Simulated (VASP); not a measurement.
# SiB4W (P6/mmm) in VASP: notebook

The runs below take SiB4W through relaxation of cell and atoms, single point, with PBE.

Everything below comes from runs of VASP 6.6.1. Logs are shortened: lines on timing, memory, paths and dates and some standing lists are left out, and cuts for length are marked.

## 1. The cell of the first run

The structure is hexagonal, space group P6/mmm (No. 191). Conventional cell: a = 3.129 Å, b = 3.129 Å, c = 6.360 Å, α = 90.00°, β = 90.00°, γ = 120.00°. Si (site symmetry 6/mmm) has 12 B at 2.45 Å and 6 Si at 3.13 Å and 2 W at 3.18 Å within 3.2 Å. B (site symmetry 3m) has 3 B at 1.81 Å and 3 W at 2.37 Å and 3 Si at 2.45 Å within 2.5 Å. W (site symmetry 6/mmm) has 12 B at 2.37 Å and 6 W at 3.13 Å and 2 Si at 3.18 Å within 3.2 Å.

The cell was built from a structure type or drawn by symmetry, and may not be a known phase.

## 2. Relaxation of cell and atoms, PBE

Input file INCAR:

```
ALGO     = Normal         # electronic algorithm
EDIFF    = 1E-7           # SCF threshold, eV
EDIFFG   = -0.04          # ionic threshold
ENCUT    = 600            # plane-wave cutoff, eV
GGA      = PE             # functional
IBRION   = 2              # ionic algorithm
ISIF     = 3              # what is computed and relaxed
ISMEAR   = 0              # smearing method
LASPH    = True           # aspherical terms in the spheres
LCHARG   = False          # write CHGCAR
LREAL    = False          # projectors in reciprocal space
LWAVE    = False          # write WAVECAR
NELM     = 80             # most SCF steps
NSW      = 90             # ionic steps
PREC     = Accurate       # precision mode
SIGMA    = 0.1            # smearing width, eV
```

Input file KPOINTS:

```
k-points
0
Gamma
  6 6 4
```

Input file POSCAR:

```
SiB4W
1.0
    3.1286723400      0.0000000000      0.0000000000
   -1.5643361700      2.7095097200      0.0000000000
    0.0000000000      0.0000000000      6.3600091300
Si B W
1 4 1
Direct
    0.0000000000      0.0000000000      0.5000000000
    0.3333333300      0.6666666700      0.7595900300
    0.3333333300      0.6666666700      0.2404099700
    0.6666666700      0.3333333300      0.7595900300
    0.6666666700      0.3333333300      0.2404099700
    0.0000000000      0.0000000000      0.0000000000
```

Potentials or basis: VASP PAW PBE potentials, release 64 (Si, B, W_sv).

Started as:

```bash
$ cat potpaw_PBE.64/Si/POTCAR potpaw_PBE.64/B/POTCAR potpaw_PBE.64/W_sv/POTCAR > POTCAR
$ mpirun -np 1 vasp_std > vasp.out
```

OUTCAR:

```text
EDIFF = 1E-7
   EDIFFG = -0.04
   ENCUT = 600
   GGA = PE
   IBRION = 2
   ISIF = 3
   ISMEAR = 0
   LASPH = True
   LREAL = False
   NELM = 80
   NSW = 90
   PREC = Accurate

 ion  position               nearest neighbor table
   1  0.000  0.000  0.500-   2 2.45   3 2.45   4 2.45   5 2.45   2 2.45   3 2.45   4 2.45   5 2.45
                             4 2.45   5 2.45   2 2.45   3 2.45   6 3.18   6 3.18
   2  0.333  0.667  0.760-   4 1.81   4 1.81   4 1.81   6 2.37   6 2.37   6 2.37   1 2.45   1 2.45
                             1 2.45
   3  0.333  0.667  0.240-   5 1.81   5 1.81   5 1.81   6 2.37   6 2.37   6 2.37   1 2.45   1 2.45
                             1 2.45
   4  0.667  0.333  0.760-   2 1.81   2 1.81   2 1.81   6 2.37   6 2.37   6 2.37   1 2.45   1 2.45
                             1 2.45
   5  0.667  0.333  0.240-   3 1.81   3 1.81   3 1.81   6 2.37   6 2.37   6 2.37   1 2.45   1 2.45
                             1 2.45
   6  0.000  0.000  0.000-   2 2.37   3 2.37   4 2.37   5 2.37   2 2.37   3 2.37   4 2.37   5 2.37
                             4 2.37   5 2.37   2 2.37   3 2.37   1 3.18   1 3.18

  LATTYP: Found a hexagonal cell.
 ALAT       =     3.1286723400
 C/A-ratio  =     2.0328140626

  Lattice vectors:

 A1 = (   3.1286723400,   0.0000000000,   0.0000000000)
 A2 = (  -1.5643361700,   2.7095097200,   0.0000000000)
 A3 = (   0.0000000000,   0.0000000000,   6.3600091300)

Analysis of symmetry for initial positions (statically):
=====================================================================
 Subroutine PRICEL returns:
 Original cell was already a primitive cell.

 Routine SETGRP: Setting up the symmetry group for a
 hexagonal supercell.

 Subroutine GETGRP returns: Found 24 space group operations
 (whereof 24 operations were pure point group operations)
 out of a pool of 24 trial point group operations.

The static configuration has the point symmetry D_6h.

Analysis of symmetry for dynamics (positions and initial velocities):
=====================================================================
 Subroutine PRICEL returns:
 Original cell was already a primitive cell.

 Routine SETGRP: Setting up the symmetry group for a
 hexagonal supercell.

 Subroutine GETGRP returns: Found 24 space group operations
 (whereof 24 operations were pure point group operations)
 out of a pool of 24 trial point group operations.

The dynamic configuration has the point symmetry D_6h.

 Subroutine INISYM returns: Found 24 space group operations
 (whereof 24 operations are pure point group operations),
 and found     1 'primitive' translations

----------------------------------------------------------------------------------------

                                     Primitive cell

  volume of cell :      53.9149

  direct lattice vectors                    reciprocal lattice vectors
     3.128672340  0.000000000  0.000000000     0.319624394  0.184535230  0.000000000
    -1.564336170  2.709509720  0.000000000     0.000000000  0.369070460  0.000000000
     0.000000000  0.000000000  6.360009130     0.000000000  0.000000000  0.157232479

  length of vectors
     3.128672340  3.128672334  6.360009130     0.369070460  0.369070460  0.157232479

  position of ions in fractional coordinates (direct lattice)
     0.000000000  0.000000000  0.500000000
     0.333333330  0.666666670  0.759590030
     0.333333330  0.666666670  0.240409970
     0.666666670  0.333333330  0.759590030
     0.666666670  0.333333330  0.240409970
     0.000000000  0.000000000  0.000000000

  ion indices of the primitive-cell ions
   primitive index   ion index
                 1           1
                 2           2
                 3           3
                 4           4
                 5           5
                 6           6

----------------------------------------------------------------------------------------

 KPOINTS: k-points

Automatic generation of k-mesh.
 Grid dimensions read from file:
 generate k-points for:    6    6    4

 Generating k-lattice:

  Cartesian coordinates                     Fractional coordinates (reciprocal lattice)
     0.053270732  0.030755872  0.000000000     0.166666667 -0.000000000  0.000000000
     0.000000000  0.061511743  0.000000000     0.000000000  0.166666667  0.000000000
     0.000000000  0.000000000  0.039308120     0.000000000  0.000000000  0.250000000

  Length of vectors
     0.061511743  0.061511743  0.039308120

  Shift w.r.t. Gamma in fractional coordinates (k-lattice)
     0.000000000  0.000000000  0.000000000

 Subroutine IBZKPT returns following result:
 ===========================================

 Found     21 irreducible k-points:

 Following reciprocal coordinates:
            Coordinates               Weight
  0.000000  0.000000  0.000000      1.000000
  0.166667  0.000000  0.000000      6.000000
  0.333333  0.000000  0.000000      6.000000
  0.500000  0.000000  0.000000      3.000000
  0.166667  0.166667  0.000000      6.000000
  0.333333  0.166667  0.000000     12.000000
[... 13 lines left out ...]
  0.333333  0.166667  0.500000     12.000000
  0.333333  0.333333  0.500000      2.000000
   k-points           NKPTS =     21   k-points in BZ     NKDIM =     21   number of bands    NBANDS=     19
   number of dos      NEDOS =    301   number of ions     NIONS =      6
   total plane-waves  NPLWV =  42336
   dimension x,y,z NGX =    28 NGY =   28 NGZ =   54
   dimension x,y,z NGXF=    56 NGYF=   56 NGZF=  108
   ions per type =               1   4   1
   NGX,Y,Z   is equivalent  to a cutoff of  14.88, 14.88, 14.12 a.u.
   NGXF,Y,Z  is equivalent  to a cutoff of  29.76, 29.76, 28.23 a.u.
 SYSTEM =  unknown system
   PREC   = accura    normal or accurate (medium, high low for compatibility)
   ISTART =      0    job   : 0-new  1-cont  2-samecut
   ICHARG =      2    charge: 1-file 2-atom 10-const
   ISPIN  =      1    spin polarized calculation?
   LNONCOLLINEAR =      F non collinear calculations
   LSORBIT =      F    spin-orbit coupling
   LASPH  =      T    aspherical Exc in radial PAW
   ENCUT  =  600.0 eV  44.10 Ry    6.64 a.u.   6.25  6.25 12.70*2*pi/ulx,y,z
   NELM   =     80;   NELMIN=  2; NELMDL= -5     # of ELM steps
   EDIFF  = 0.1E-06   stopping-criterion for ELM
   LREAL  =      F    real-space projection
   EDIFFG = -.4E-01   stopping-criterion for IOM
   NSW    =     90    number of steps for IOM
   IBRION =      2    ionic relax: 0-MD 1-quasi-New 2-CG
   NFREE  =      1    steps in history (QN), initial steepest desc. (CG)
   ISIF   =      3    stress and relaxation
   ISYM   =      2    0-nonsym 1-usesym 2-fastsym
   POTIM  = 0.5000    time-step for ionic-motion
   TEBEG  =    0.0;   TEEND  =   0.0 temperature during run
   PSTRESS=    0.0 pullay stress
   NELECT =      30.0000    total number of electrons
   NUPDOWN=      -1.0000    fix difference up-down
   EMIN   =  10.00;   EMAX   =-10.00  energy-range for DOS
   EFERMI =   0.00;   METHOD = LEGACY
   ISMEAR =     0;   SIGMA  =   0.10  broadening in eV -4-tet -1-fermi 0-gaus
   EFERMI_NEDOS =   21; number of points for ismear=-14 and -15
   IALGO  =     38    algorithm
   IMIX   =      4    mixing-type and parameters
     AMIX     =   0.40;   BMIX     =  1.00
     AMIX_MAG =   1.60;   BMIX_MAG =  1.00
  volume/ion in A,a.u.               =       8.99        60.64
  Fermi-wavevector in a.u.,A,eV,Ry     =   1.346519  2.544551 24.668896  1.813113
  Thomas-Fermi vector in A             =   2.474344
   LORBIT       =      0    0 simple, 1 ext, 2 COOP (PROOUT), +10 PAW based schemes
   GGA     = PE    functional components
   LHFCALC =     F    Hartree Fock is set to
   AEXX    =    0.0000 exact exchange contribution
   IVDW    =     0    specifies the selected vdW correction
   LEPSILON=     F    determine dielectric tensor
   LRPA    =     F    only Hartree local field effects (RPA)
 conjugate gradient relaxation of ions
 non-spin polarized calculation
 Gauss-broadening in eV      SIGMA  =   0.10
  energy-cutoff  :      600.00
  volume of cell :       53.91
 maximum number of plane-waves:      1838
 NGX is ok and might be reduce to    28
   NGX = 13   NGY = 13   NGZ = 25

--------------------------------------- Ionic step        1  -------------------------------------------

 number of electron      30.0000001 magnetization

 Free energy of the ion-electron system (eV)
  ---------------------------------------------------
  ext. energy  EPLUGINS =         0.00000000
  ---------------------------------------------------
  free energy    TOTEN  =       -43.20965513 eV

  energy without entropy =      -43.18642002  energy(sigma->0) =      -43.19803758

------------------------ aborting loop because EDIFF is reached ----------------------------------------

  FORCE on cell =-STRESS in cart. coord.  units (eV):
  Direction    XX          YY          ZZ          XY          YZ          ZX
  --------------------------------------------------------------------------------------
  -------------------------------------------------------------------------------------
  Total       -4.8071230     -4.8071230     11.0268867     -0.0000000      0.0000000      0.0000000
  in kB     -142.8523157   -142.8523150    327.6837919     -0.0000000      0.0000000      0.0000000
  external PRESSURE =      13.9930537 kB  Pullay stress =       0.0000000 kB
[... 65 lines left out ...]
  energy  without entropy=      -43.9725982941  energy(sigma->0) =      -43.98113707

--------------------------------------- Ionic step        3  -------------------------------------------

 number of electron      30.0000001 magnetization

 Free energy of the ion-electron system (eV)
  ---------------------------------------------------
  ext. energy  EPLUGINS =         0.00000000
  ---------------------------------------------------
  free energy    TOTEN  =       -43.99011303 eV

  energy without entropy =      -43.97303476  energy(sigma->0) =      -43.98157390

 E-fermi :  10.6333     XC(G=0): -12.6225

 val. band max:       10.6332580513   @ k =   0.3333   0.1667   0.5000
 cond. band min:      10.6961955155   @ k =   0.3333   0.0000   0.2500
 fundamental gap:      0.0629374643
 Fermi energy:        10.6332653062

 k-point     1 :       0.0000    0.0000    0.0000
  band No.  band energies     occupation
      1     -64.4425      2.00000
      2     -28.7495      2.00000
      3     -28.4335      2.00000
      4     -28.4335      2.00000
      5      -5.2095      2.00000
      6      -2.8921      2.00000
[... 11 lines left out ...]
     18      12.2254      0.00000
     19      13.8568      0.00000
[... 471 lines left out ...]
  FREE ENERGIE OF THE ION-ELECTRON SYSTEM (eV)
  ---------------------------------------------------
  free  energy   TOTEN  =       -43.9901130306 eV

  energy  without entropy=      -43.9730347635  energy(sigma->0) =      -43.98157390

 reached required accuracy - stopping structural energy minimisation
```

Run time: 38 s. Hardware: 1 thread of Intel Xeon 6975P-C (Granite Rapids), shared host; peak memory 0.21 GiB.

What came out:

* Free energy: -43.9901 eV
* Relaxed volume: 9.04 Å³/atom
* Relaxed cell: a = 3.005 Å, b = 3.005 Å, c = 6.937 Å, α = 90.00°, β = 90.00°, γ = 120.00°
* Space group after relaxing (to 0.1 Å): P6/mmm (No. 191)
* Energy gained by relaxing: 130.1 meV/atom
* Ionic steps: 3
* Pressure after relaxing: 0.4 GPa
* Largest force after relaxing: 0.011 eV/Å
* Band gap on the k mesh: zero (bands 15 and 16 overlap by 1.89 eV)

Forces in eV/Å, atoms in the order of the input:
```
Si   0.000  0.000  0.000
B    0.000  0.000  0.011
B    0.000  0.000 -0.011
B    0.000  0.000  0.011
B    0.000  0.000 -0.011
W    0.000  0.000  0.000
```

The path:
```tsv
step	energy change (eV)	largest force (eV/Å)	pressure (GPa)	volume (Å³)
1	0.0000	0.6112	1.40	53.91
2	-0.7800	0.0034	0.30	54.25
3	-0.7805	0.0105	0.39	54.25
```

Final structure:
```cif
data_structure
_symmetry_space_group_name_H-M 'P 1'
_symmetry_Int_Tables_number 1
_cell_length_a 3.0050
_cell_length_b 3.0050
_cell_length_c 6.9369
_cell_angle_alpha 90.000
_cell_angle_beta 90.000
_cell_angle_gamma 120.000
_cell_volume 54.25
loop_
_atom_site_label
_atom_site_type_symbol
_atom_site_fract_x
_atom_site_fract_y
_atom_site_fract_z
_atom_site_occupancy
Si1 Si 0.00000 0.00000 0.50000 1
B1 B 0.33333 0.66667 0.75486 1
B2 B 0.33333 0.66667 0.24514 1
B3 B 0.66667 0.33333 0.75486 1
B4 B 0.66667 0.33333 0.24514 1
W1 W 0.00000 0.00000 0.00000 1
```

Levels at points of the mesh, in eV from the Fermi level:
| k point | band 13 | band 14 | band 15 | band 16 | band 17 | band 18 |
| --- | --- | --- | --- | --- | --- | --- |
| (0.00, 0.00, 0.00) | -1.37 | -0.90 | -0.90 | 0.83 | 0.83 | 1.59 |
| (0.50, 0.00, 0.00) | -4.14 | -3.52 | -0.04 | 1.08 | 2.06 | 2.45 |
| (0.00, 0.00, 0.50) | -1.57 | -0.95 | -0.95 | 1.09 | 1.09 | 1.27 |
| (0.50, 0.00, 0.50) | -4.14 | -3.30 | -0.25 | 0.93 | 1.69 | 2.30 |

Caveat: the k points lie up to 0.40 Å⁻¹ apart in the final cell, too coarse for converged energies and pressures of a metal; spin-orbit coupling is left out, which moves the levels of the heavy elements.

## 3. Single point, PBE

This run uses another cell than the first one, of 9.07 Å³/atom.

Input file INCAR:

```
SYSTEM = SiB4W
  ALGO = Normal
  EDIFF = 1E-6
  ENCUT = 520
  GGA = PE
  ISIF = 2
  ISMEAR = 0
  LASPH = .True.
  LCHARG = .True.
  LELF = .True.
  LREAL = .False.
  LVHAR = .True.
  LWAVE = .False.
  NBANDS = 24
  NELM = 80
  PREC = Accurate
  SIGMA = 0.1
```

Input file KPOINTS:

```
k-points
0
Gamma
  12 12 6
  0 0 0
```

Input file POSCAR:

```
SiB4W
1.0
    2.9971011434      0.0000000000      0.0000000000
   -1.4985505717      2.5955657279      0.0000000000
    0.0000000000      0.0000000000      6.9945165126
Si B W
1 4 1
Direct
    0.0000000000      0.0000000000      0.5000000000
    0.3333333333      0.6666666667      0.7548205530
    0.3333333333      0.6666666667      0.2451794470
    0.6666666667      0.3333333333      0.7548205530
    0.6666666667      0.3333333333      0.2451794470
    0.0000000000      0.0000000000      0.0000000000
```

Potentials or basis: VASP PAW PBE potentials, release 64 (Si, B, W_sv).

Started as:

```bash
$ cat potpaw_PBE.64/Si/POTCAR potpaw_PBE.64/B/POTCAR potpaw_PBE.64/W_sv/POTCAR > POTCAR
$ mpirun -np 1 vasp_std > vasp.out
```

Wall time 36 s (1 thread of Intel Xeon 6975P-C (Granite Rapids), shared host); peak memory 0.24 GiB.

Results (log left out):

- Free energy: -43.8992 eV
- Pressure: 0.3 GPa
- Largest force: 0.016 eV/Å
- Band gap on the k mesh: zero (bands 15 and 16 overlap by 1.99 eV)

Forces on the atoms (eV/Å):
```
Si   0.000  0.000  0.000
B    0.000  0.000 -0.016
B    0.000  0.000  0.016
B    0.000  0.000 -0.016
B    0.000  0.000  0.016
W    0.000  0.000  0.000
```

Levels at points of the mesh, in eV from the Fermi level:
```tsv
k point	band 12	band 13	band 14	band 15	band 16	band 17	band 18	band 19
(0.00, 0.00, 0.00)	-1.33	-1.33	-0.79	-0.79	0.83	0.83	1.37	3.33
(0.50, 0.00, 0.00)	-4.47	-4.20	-3.57	-0.08	1.11	2.03	2.48	2.57
(0.00, 0.00, 0.50)	-1.52	-1.52	-0.84	-0.84	1.04	1.07	1.07	4.59
(0.50, 0.00, 0.50)	-4.32	-4.10	-3.30	-0.32	0.94	1.76	2.10	2.57
```

Caveat: spin-orbit coupling is left out, which moves the levels of the heavy elements.

## 4. Relaxation of cell and atoms, PBE

This run uses another cell than the first one, of 9.06 Å³/atom.

Input file INCAR:

```
SYSTEM = SiB4W
PREC = Accurate
ENCUT = 600
EDIFF = 1E-6
ISMEAR = 0
SIGMA = 0.1
LREAL = .FALSE.
LASPH = .TRUE.
NELM = 80
ALGO = Normal
ISIF = 3
LWAVE = .FALSE.
LCHARG = .FALSE.
GGA = PE
IBRION = 2
NSW = 100
EDIFFG = -0.01
```

Input file KPOINTS:

```
Automatic mesh
0
G
  12 12 6
  0 0 0
```

Input file POSCAR:

```
SiB4W
1.0
    3.0056689181      0.0000000000      0.0000000000
   -1.5028344590      2.6029856384      0.0000000000
    0.0000000000      0.0000000000      6.9482808190
Si B W
1 4 1
Direct
    0.0000000000      0.0000000000      0.5000000000
    0.3333333333      0.6666666667      0.7556106239
    0.3333333333      0.6666666667      0.2443893761
    0.6666666667      0.3333333333      0.7556106239
    0.6666666667      0.3333333333      0.2443893761
    0.0000000000      0.0000000000      0.0000000000
```

Started as:

```bash
$ cat potpaw_PBE.64/Si/POTCAR potpaw_PBE.64/B/POTCAR potpaw_PBE.64/W_sv/POTCAR > POTCAR
$ mpirun -np 1 vasp_std > vasp.out
```

It took 2 min on 1 thread of Intel Xeon 6975P-C (Granite Rapids), shared host; peak memory 0.26 GiB.

Results (log left out):

```yaml
Free_energy: -43.9030 eV
Relaxed_volume: 9.07 Å³/atom
Relaxed_cell: a = 2.998 Å, b = 2.998 Å, c = 6.994 Å, α = 90.00°, β = 90.00°, γ = 120.00°
Space_group_after_relaxing_to_0.1_Å: P6/mmm (No. 191)
Energy_gained_by_relaxing: 0.7 meV/atom
Ionic_steps: 7
Pressure_after_relaxing: 0.0 GPa
Largest_force_after_relaxing: 0.006 eV/Å
Band_gap_on_the_k_mesh: zero (bands 15 and 16 overlap by 1.99 eV)
```

Forces in eV/Å, atoms in the order of the input:
```
Si   0.000  0.000  0.000
B    0.000  0.000 -0.006
B    0.000  0.000  0.006
B    0.000  0.000 -0.006
B    0.000  0.000  0.006
W    0.000  0.000  0.000
```

Stress tensor (GPa, compression positive):
```
0.02 0.00 0.00
0.00 0.02 0.00
0.00 0.00 0.11
```

The path:
```tsv
step	energy change (eV)	largest force (eV/Å)	pressure (GPa)	volume (Å³)
1	0.0000	0.0727	0.48	54.36
2	-0.0039	0.0175	-0.39	54.57
3	-0.0040	0.0064	-0.54	54.61
4	-0.0041	0.0156	0.47	54.39
5	-0.0043	0.0114	-0.02	54.50
6	-0.0043	0.0101	0.00	54.48
7	-0.0044	0.0065	0.05	54.44
```

Final structure:
```
Si B W
1.0
     2.99799    0.00000    0.00000
    -1.49899    2.59634    0.00000
     0.00000    0.00000    6.99403
Si B W
1 4 1
Direct
  0.00000 0.00000 0.50000
  0.33333 0.66667 0.75464
  0.33333 0.66667 0.24536
  0.66667 0.33333 0.75464
  0.66667 0.33333 0.24536
  0.00000 0.00000 0.00000
```

Levels at points of the mesh, in eV from the Fermi level:
```csv
k point,band 11,band 12,band 13,band 14,band 15,band 16,band 17,band 18,band 19
"(0.00, 0.00, 0.00)",-3.63,-1.33,-1.33,-0.79,-0.79,0.82,0.82,1.38,3.31
"(0.50, 0.00, 0.00)",-5.38,-4.47,-4.19,-3.57,-0.08,1.11,2.02,2.49,2.57
"(0.00, 0.00, 0.50)",-2.88,-1.52,-1.52,-0.84,-0.84,1.06,1.07,1.07,4.58
"(0.50, 0.00, 0.50)",-5.57,-4.32,-4.10,-3.30,-0.32,0.93,1.75,2.11,2.57
```

Caveat: spin-orbit coupling is left out, which moves the levels of the heavy elements.

## 5. The runs side by side

| task | cell | k mesh | cutoff (eV) | gap on the mesh (eV) | pressure (GPa) | relaxed volume (Å³/atom) | largest force (eV/Å) |
| --- | --- | --- | --- | --- | --- | --- | --- |
| relaxation of cell and atoms | relaxed from a = 3.129, b = 3.129, c = 6.360 Å, angles 90.0, 90.0, 120.0°, 6 atoms, atomic positions A | 6 × 6 × 4 | 600 | none | 0.4 | 9.04 | 0.01 |
| single point | a = 2.997, b = 2.997, c = 6.995 Å, angles 90.0, 90.0, 120.0°, 6 atoms, atomic positions B | 12 × 12 × 6 | 520 | none | 0.3 | - | 0.02 |
| relaxation of cell and atoms | relaxed from a = 3.006, b = 3.006, c = 6.948 Å, angles 90.0, 90.0, 120.0°, 6 atoms, atomic positions B | 12 × 12 × 6 | 600 | none | 0.0 | 9.07 | 0.01 |

Alike in all rows: level PBE; potentials or basis VASP PAW PBE potentials, release 64 (Si, B, W_sv); no spin polarisation; smearing gaussian 0.1 eV.

Caveats: some runs use coarse meshes; spin-orbit coupling is left out, which moves the levels of the heavy elements.

Total energies depend on the potentials used, so only differences within one code and one set of settings carry meaning.
